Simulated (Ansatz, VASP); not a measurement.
ZrPb2O3: VASP beside Ansatz

```
Zr Pb O
1.0
     4.49457    0.00000    0.00000
     0.00000    4.49457    0.00000
     0.00000    0.00000    6.30025
Zr Pb O
1 2 3
Direct
  0.50000 0.50000 0.50000
  0.00000 0.00000 0.00000
  0.00000 0.00000 0.50000
  0.00000 0.00000 0.76489
  0.00000 0.00000 0.23511
  0.50000 0.50000 0.00000
```

Alike in both runs: task single point; functional PBE; k mesh 4 × 4 × 4; occupations gaussian, width 0.1 eV; no spin polarisation.

|  | VASP | Ansatz |
| --- | --- | --- |
| version | VASP 6.6.1 | Ansatz 0.2.0 |
| potentials or method | VASP PAW PBE potentials, release 64 (Zr_sv, Pb_d, O), cutoff 520 eV | scalar-relativistic, plane waves, PAW |
| valence electrons in the cell | 58 | 58 |

|  | VASP | Ansatz | Ansatz less VASP |
| --- | --- | --- | --- |
| gap on the k mesh at the Fermi level (eV) | none | none | - |
| rms of the force components (eV/Å) | 5.195 | 5.961 | +0.7658 |

Atom by atom the forces differ by 0.766 eV/Å (rms over components). A gap of «none» marks a metal or a gap that the smearing closes.

Neither program's run includes spin-orbit coupling.
